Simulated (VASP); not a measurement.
Here is a VASP 6.6.1 calculation.

File INCAR:

```
  PREC = Accurate
  ENCUT = 520
  EDIFF = 1E-6
  ISMEAR = 0
  SIGMA = 0.01
  LREAL = F
  LASPH = T
  NELM = 100
  ALGO = Normal
  ISIF = 2
  LWAVE = F
  LCHARG = T
  GGA = PS
  LELF = T
  LVHAR = T
  NBANDS = 16
```

File KPOINTS:

```
regular mesh
0
Gamma
  10 10 10
```

POSCAR

```
GaN
1.0
    0.0000000000      2.2167010778      2.2167010778
    2.2167010778      0.0000000000      2.2167010778
    2.2167010778      2.2167010778      0.0000000000
Ga N
1 1
Direct
    0.0000000000      0.0000000000      0.0000000000
    0.7500000000      0.7500000000      0.7500000000
```

Potentials or basis: VASP PAW PBE potentials, release 64 (Ga_d, N).

The run is started by

```bash
$ cat potpaw_PBE.64/Ga_d/POTCAR potpaw_PBE.64/N/POTCAR > POTCAR
$ mpirun -np 1 vasp_std > vasp.out
```

**Question.** Predict the pressure.

**Answer.** 8.7 GPa.

**Question.** Estimate the band gap on the k mesh.

**Answer.** 2.00 eV, direct.

Caveat: the PAW data sets were made with another functional, which shifts forces and pressure a little.
